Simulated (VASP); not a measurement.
# Sr in VASP: a series of runs

The runs below take Sr through single point, with PBE.

All numbers are computed with VASP 6.6.1; they aren't measurements. Logs are shortened: lines on timing, memory, paths and dates and some standing lists are left out, and cuts for length are marked.

## (1) The cell of the first run

It takes space group I4_1/amd (No. 141, tetragonal). The conventional cell has a = 7.510 Å, b = 7.510 Å, c = 4.095 Å, α = 90.00°, β = 90.00°, γ = 90.00°. Sr (site symmetry -4m2) has 10 Sr at 3.89 to 4.85 Å within 5.1 Å.

## (2) Single point, PBE

Input file INCAR:

```
SYSTEM = Sr
PREC = Accurate
ENCUT = 520
EDIFF = 1E-6
ISMEAR = -1
SIGMA = 0.05
LREAL = .FALSE.
LASPH = .TRUE.
NELM = 100
ALGO = Normal
ISIF = 2
LWAVE = .FALSE.
LCHARG = .FALSE.
GGA = PE
NBANDS = 17
```

Input file KPOINTS:

```
regular mesh
0
G
  8 8 8
  0 0 0
```

Input file POSCAR:

```
Sr
1.0
   -3.7551317423      3.7551317423      2.0474699964
    3.7551317423     -3.7551317423      2.0474699964
    3.7551317423      3.7551317423     -2.0474699964
Sr
2
Direct
    0.0000000000      0.0000000000      0.0000000000
    0.7500000000      0.2500000000      0.5000000000
```

Potentials or basis: VASP PAW PBE potentials, release 64 (Sr_sv).

The run is started by

```bash
cat potpaw_PBE.64/Sr_sv/POTCAR > POTCAR
mpirun -np 1 vasp_std > vasp.out
```

OUTCAR:

```text
SYSTEM = Sr
   PREC = Accurate
   ENCUT = 520
   EDIFF = 1E-6
   ISMEAR = -1
   LREAL = .FALSE.
   LASPH = .TRUE.
   NELM = 100
   ISIF = 2
   GGA = PE

 ion  position               nearest neighbor table
   1  0.000  0.000  0.000-   2 3.89   2 3.89   2 3.89   2 3.89   2 4.85   2 4.85   2 4.85   2 4.85

   2  0.750  0.250  0.500-   1 3.89   1 3.89   1 3.89   1 3.89   1 4.85   1 4.85   1 4.85   1 4.85

  LATTYP: Found a body centered tetragonal cell.
 ALAT       =     7.5102634846
 C/A-ratio  =     0.5452458494

  Lattice vectors:

 A1 = (  -3.7551317423,   3.7551317423,   2.0474699964)
 A2 = (   3.7551317423,  -3.7551317423,   2.0474699964)
 A3 = (   3.7551317423,   3.7551317423,  -2.0474699964)

Analysis of symmetry for initial positions (statically):
=====================================================================
 Subroutine PRICEL returns:
 Original cell was already a primitive cell.

 Routine SETGRP: Setting up the symmetry group for a
 body centered tetragonal supercell.

 Subroutine GETGRP returns: Found 16 space group operations
 (whereof  8 operations were pure point group operations)
 out of a pool of 16 trial point group operations.

The static configuration has the point symmetry D_2d.
 The point group associated with its full space group is D_4h.

Analysis of symmetry for dynamics (positions and initial velocities):
=====================================================================
 Subroutine PRICEL returns:
 Original cell was already a primitive cell.

 Routine SETGRP: Setting up the symmetry group for a
 body centered tetragonal supercell.

 Subroutine GETGRP returns: Found 16 space group operations
 (whereof  8 operations were pure point group operations)
 out of a pool of 16 trial point group operations.

The dynamic configuration has the point symmetry D_2d.
 The point group associated with its full space group is D_4h.

 Subroutine INISYM returns: Found 16 space group operations
 (whereof  8 operations are pure point group operations),
 and found     1 'primitive' translations

----------------------------------------------------------------------------------------

                                     Primitive cell

  volume of cell :     115.4856

  direct lattice vectors                    reciprocal lattice vectors
    -3.755131742  3.755131742  2.047469996     0.000000000  0.133151121  0.244203823
     3.755131742 -3.755131742  2.047469996     0.133151121  0.000000000  0.244203823
     3.755131742  3.755131742 -2.047469996     0.133151121  0.133151121  0.000000000

  length of vectors
     5.691586966  5.691586966  5.691586966     0.278145156  0.278145156  0.188304121

  position of ions in fractional coordinates (direct lattice)
     0.000000000  0.000000000  0.000000000
     0.750000000  0.250000000  0.500000000

  ion indices of the primitive-cell ions
   primitive index   ion index
                 1           1
                 2           2

----------------------------------------------------------------------------------------

 KPOINTS: regular mesh

Automatic generation of k-mesh.
 Grid dimensions read from file:
 generate k-points for:    8    8    8

 Generating k-lattice:

  Cartesian coordinates                     Fractional coordinates (reciprocal lattice)
     0.000000000  0.016643890  0.030525478     0.125000000  0.000000000  0.000000000
     0.016643890  0.000000000  0.030525478     0.000000000  0.125000000  0.000000000
     0.016643890  0.016643890  0.000000000     0.000000000  0.000000000  0.125000000

  Length of vectors
     0.034768145  0.034768145  0.023538015

  Shift w.r.t. Gamma in fractional coordinates (k-lattice)
     0.000000000  0.000000000  0.000000000

 Subroutine IBZKPT returns following result:
 ===========================================

 Found     59 irreducible k-points:

 Following reciprocal coordinates:
            Coordinates               Weight
  0.000000  0.000000  0.000000      1.000000
  0.125000  0.000000  0.000000      8.000000
  0.250000  0.000000  0.000000      8.000000
  0.375000 -0.000000  0.000000      8.000000
  0.500000  0.000000  0.000000      4.000000
  0.125000  0.125000  0.000000      8.000000
[... 16 lines left out ...]
  0.250000  0.125000  0.125000     16.000000
  0.375000  0.125000  0.125000      8.000000
 [... further k-points ...]
   k-points           NKPTS =     59   k-points in BZ     NKDIM =     59   number of bands    NBANDS=     17
   number of dos      NEDOS =    301   number of ions     NIONS =      2
   total plane-waves  NPLWV =  74088
   dimension x,y,z NGX =    42 NGY =   42 NGZ =   42
   dimension x,y,z NGXF=    84 NGYF=   84 NGZF=   84
   ions per type =               2
   NGX,Y,Z   is equivalent  to a cutoff of  12.27, 12.27, 12.27 a.u.
   NGXF,Y,Z  is equivalent  to a cutoff of  24.54, 24.54, 24.54 a.u.
 SYSTEM =  Sr
   PREC   = accura    normal or accurate (medium, high low for compatibility)
   ISTART =      0    job   : 0-new  1-cont  2-samecut
   ICHARG =      2    charge: 1-file 2-atom 10-const
   ISPIN  =      1    spin polarized calculation?
   LNONCOLLINEAR =      F non collinear calculations
   LSORBIT =      F    spin-orbit coupling
   LASPH  =      T    aspherical Exc in radial PAW
   ENCUT  =  520.0 eV  38.22 Ry    6.18 a.u.  10.58 10.58 10.58*2*pi/ulx,y,z
   NELM   =    100;   NELMIN=  2; NELMDL= -5     # of ELM steps
   EDIFF  = 0.1E-05   stopping-criterion for ELM
   LREAL  =      F    real-space projection
   EDIFFG = 0.1E-04   stopping-criterion for IOM
   NSW    =      0    number of steps for IOM
   IBRION =     -1    ionic relax: 0-MD 1-quasi-New 2-CG
   NFREE  =      0    steps in history (QN), initial steepest desc. (CG)
   ISIF   =      2    stress and relaxation
   ISYM   =      2    0-nonsym 1-usesym 2-fastsym
   POTIM  = 0.5000    time-step for ionic-motion
   TEBEG  =    0.0;   TEEND  =   0.0 temperature during run
   PSTRESS=    0.0 pullay stress
   NELECT =      20.0000    total number of electrons
   NUPDOWN=      -1.0000    fix difference up-down
   EMIN   =  10.00;   EMAX   =-10.00  energy-range for DOS
   EFERMI =   0.00;   METHOD = LEGACY
   ISMEAR =    -1;   SIGMA  =   0.05  broadening in eV -4-tet -1-fermi 0-gaus
   EFERMI_NEDOS =   21; number of points for ismear=-14 and -15
   IALGO  =     38    algorithm
   IMIX   =      4    mixing-type and parameters
     AMIX     =   0.40;   BMIX     =  1.00
     AMIX_MAG =   1.60;   BMIX_MAG =  1.00
  volume/ion in A,a.u.               =      57.74       389.67
  Fermi-wavevector in a.u.,A,eV,Ry     =   0.912520  1.724412 11.329463  0.832692
  Thomas-Fermi vector in A             =   2.036925
   LORBIT       =      0    0 simple, 1 ext, 2 COOP (PROOUT), +10 PAW based schemes
   GGA     = PE    functional components
[... 5 lines left out ...]
 non-spin polarized calculation
  energy-cutoff  :      520.00
  volume of cell :      115.49
 maximum number of plane-waves:      3135
   NGX = 21   NGY = 21   NGZ = 21

 number of electron      19.9999999 magnetization

 Free energy of the ion-electron system (eV)
  ---------------------------------------------------
  ext. energy  EPLUGINS =         0.00000000
  ---------------------------------------------------
  free energy    TOTEN  =        -2.76915070 eV

  energy without entropy =       -2.74080001  energy(sigma->0) =       -2.75497536

 E-fermi :   1.2981     XC(G=0):  -7.1962

 val. band max:        1.2489566613   @ k =  -0.1250   0.5000   0.1250
 cond. band min:       1.3045773996   @ k =   0.3750   0.1250   0.0000
 fundamental gap:      0.0556207383
 Fermi energy:         1.2981410595

 k-point     1 :       0.0000    0.0000    0.0000
  band No.  band energies     occupation
      1     -35.4818      2.00000
      2     -35.4498      2.00000
      3     -17.5539      2.00000
      4     -17.5539      2.00000
      5     -17.3665      2.00000
      6     -17.3631      2.00000
[... 9 lines left out ...]
     16       4.7443      0.00000
     17       4.7443      0.00000

 k-point     2 :       0.1250    0.0000    0.0000
  band No.  band energies     occupation
      1     -35.4797      2.00000
      2     -35.4496      2.00000
      3     -17.5520      2.00000
      4     -17.5431      2.00000
      5     -17.3910      2.00000
      6     -17.3862      2.00000
[... 9 lines left out ...]
     16       4.1712      0.00000
     17       4.2743      0.00000

 k-point     3 :       0.2500    0.0000    0.0000
  band No.  band energies     occupation
      1     -35.4741      2.00000
      2     -35.4495      2.00000
      3     -17.5474      2.00000
      4     -17.5201      2.00000
      5     -17.4486      2.00000
      6     -17.4339      2.00000
[... 9 lines left out ...]
     16       3.9015      0.00000
     17       3.9155      0.00000

 k-point     4 :       0.3750   -0.0000    0.0000
  band No.  band energies     occupation
      1     -35.4680      2.00000
      2     -35.4499      2.00000
      3     -17.5428      2.00000
      4     -17.5253      2.00000
      5     -17.5020      2.00000
      6     -17.4484      2.00000
[... 9 lines left out ...]
     16       3.7243      0.00000
     17       4.5883      0.00000

 k-point     5 :       0.5000    0.0000    0.0000
  band No.  band energies     occupation
      1     -35.4651      2.00000
      2     -35.4505      2.00000
      3     -17.5427      2.00000
      4     -17.5409      2.00000
      5     -17.5223      2.00000
      6     -17.4302      2.00000
[... 9 lines left out ...]
     16       3.8430      0.00000
     17       4.6420      0.00000

 k-point     6 :       0.1250    0.1250    0.0000
  band No.  band energies     occupation
      1     -35.4751      2.00000
      2     -35.4485      2.00000
      3     -17.5395      2.00000
      4     -17.5374      2.00000
      5     -17.4419      2.00000
      6     -17.4401      2.00000
[... 9 lines left out ...]
     16       3.6772      0.00000
     17       3.8028      0.00000
[... 281 lines left out ...]
 k-point    21 :       0.5000    0.5000    0.0000
  band No.  band energies     occupation
      1     -35.4658      2.00000
      2     -35.4658      2.00000
      3     -17.4654      2.00000
      4     -17.4654      2.00000
      5     -17.4570      2.00000
      6     -17.4570      2.00000
[... 9 lines left out ...]
     16       3.7574      0.00000
     17       5.2243      0.00000

 k-point    22 :       0.1250    0.1250    0.1250
  band No.  band energies     occupation
      1     -35.4720      2.00000
      2     -35.4516      2.00000
      3     -17.5272      2.00000
      4     -17.5190      2.00000
      5     -17.4491      2.00000
      6     -17.4341      2.00000
[... 9 lines left out ...]
     16       3.9054      0.00000
     17       3.9618      0.00000

 k-point    23 :       0.2500    0.1250    0.1250
  band No.  band energies     occupation
      1     -35.4660      2.00000
      2     -35.4520      2.00000
      3     -17.5411      2.00000
      4     -17.5146      2.00000
      5     -17.4911      2.00000
      6     -17.4480      2.00000
[... 9 lines left out ...]
     16       4.0569      0.00000
     17       4.6754      0.00000

 k-point    24 :       0.3750    0.1250    0.1250
  band No.  band energies     occupation
      1     -35.4630      2.00000
      2     -35.4526      2.00000
      3     -17.5552      2.00000
      4     -17.5295      2.00000
      5     -17.4970      2.00000
      6     -17.4256      2.00000
[... 9 lines left out ...]
     16       4.0249      0.00000
     17       4.6246      0.00000

 [... further k-points ...]
[... 5 lines left out ...]
  --------------------------------------------------------------------------------------
  -------------------------------------------------------------------------------------
  Total       -0.1003170     -0.1003170     -0.4566369      0.0000000      0.0000000      0.0000000
  in kB       -1.3917367     -1.3917367     -6.3351032      0.0000000      0.0000000      0.0000000
  external PRESSURE =      -3.0395256 kB  Pullay stress =       0.0000000 kB

 VOLUME and BASIS-vectors are now :
 -----------------------------------------------------------------------------
  energy-cutoff  :      520.00
  volume of cell :      115.49
      direct lattice vectors                 reciprocal lattice vectors
    -3.755131742  3.755131742  2.047469996     0.000000000  0.133151121  0.244203823
     3.755131742 -3.755131742  2.047469996     0.133151121  0.000000000  0.244203823
     3.755131742  3.755131742 -2.047469996     0.133151121  0.133151121  0.000000000

 POSITION                                       TOTAL-FORCE (eV/Angst)
 -----------------------------------------------------------------------------------
      0.00000      0.00000      0.00000         0.000000      0.000000      0.000000
     -0.00000      3.75513      1.02373        -0.000000     -0.000000     -0.000000
 -----------------------------------------------------------------------------------
    total drift:                               -0.000000     -0.000000      0.000000

  FREE ENERGIE OF THE ION-ELECTRON SYSTEM (eV)
  ---------------------------------------------------
  free  energy   TOTEN  =        -2.7691507046 eV

  energy  without entropy=       -2.7408000109  energy(sigma->0) =       -2.75497536
```

Wall time 66 s (1 thread of Intel Xeon 6975P-C (Granite Rapids), shared host); peak memory 0.3 GiB.

Results:

* Free energy: -2.7692 eV
* Pressure: -0.3 GPa
* Band gap on the k mesh: zero (band 10 reaches 1.67 eV, above the bottom of band 11 at 1.11 eV)

Levels at points of the mesh, in eV from the Fermi level:
| k point | band 7 | band 8 | band 9 | band 10 | band 11 | band 12 | band 13 | band 14 |
| --- | --- | --- | --- | --- | --- | --- | --- | --- |
| (0.00, 0.00, 0.00) | -18.64 | -18.64 | -3.42 | -0.29 | 0.65 | 1.09 | 1.69 | 2.52 |
| (0.50, 0.00, 0.00) | -18.71 | -18.63 | -0.84 | -0.11 | 0.01 | 1.01 | 1.26 | 1.74 |
| (0.50, 0.50, 0.00) | -18.65 | -18.65 | -1.87 | -1.87 | 1.07 | 1.07 | 1.54 | 1.54 |
| (0.50, 0.50, 0.50) | -18.62 | -18.62 | -1.15 | -1.15 | -0.10 | -0.10 | 1.63 | 1.63 |

## (3) Single point, PBE

This run uses another cell than the first one, of 58.85 Å³/atom, 1.019 times its volume.

Input file INCAR:

```
PREC     = Accurate       # precision mode
ENCUT    = 520            # plane-wave cutoff, eV
EDIFF    = 1E-6           # SCF threshold, eV
ISMEAR   = -1             # smearing method
SIGMA    = 0.05           # smearing width, eV
LREAL    = False          # projectors in reciprocal space
LASPH    = True           # aspherical terms in the spheres
NELM     = 100            # most SCF steps
ALGO     = Fast           # electronic algorithm
ISIF     = 2              # what is computed and relaxed
LWAVE    = False          # write WAVECAR
LCHARG   = False          # write CHGCAR
GGA      = PE             # functional
NBANDS   = 17             # bands
```

Input file KPOINTS:

```
Automatic mesh
0
Gamma
  8 8 8
```

Input file POSCAR:

```
Sr
1.0
   -3.7790504237      3.7790504237      2.0605115582
    3.7790504237     -3.7790504237      2.0605115582
    3.7790504237      3.7790504237     -2.0605115582
Sr
2
Direct
    0.0000000000      0.0000000000      0.0000000000
    0.7500000000      0.2500000000      0.5000000000
```

Potentials or basis: VASP PAW PBE potentials, release 64 (Sr_sv).

The run is started by

```bash
cat potpaw_PBE.64/Sr_sv/POTCAR > POTCAR
mpirun -np 1 vasp_std > vasp.out
```

It took 2.2 min on 1 thread of Intel Xeon 6975P-C (Granite Rapids), shared host; peak memory 0.36 GiB.

It converged, with:

- Free energy: -2.7641 eV
- Pressure: -0.4 GPa
- Band gap on the k mesh: zero (band 10 reaches 1.62 eV, above the bottom of band 11 at 1.05 eV)

Stress tensor (GPa, compression positive):
```
-0.28  0.00  0.00
 0.00 -0.28  0.00
 0.00  0.00 -0.77
```

Levels at points of the mesh, in eV from the Fermi level:
```
           k point  band 8  band 9  band 10  band 11  band 12  band 13
(0.00, 0.00, 0.00)  -18.69   -3.40    -0.26     0.63     1.08     1.67
(0.50, 0.00, 0.00)  -18.68   -0.84    -0.13     0.02     0.98     1.24
(0.50, 0.50, 0.00)  -18.69   -1.87    -1.87     1.06     1.06     1.51
(0.50, 0.50, 0.50)  -18.67   -1.15    -1.15    -0.13    -0.13     1.61
```

(Continued in part 2 of 2.)
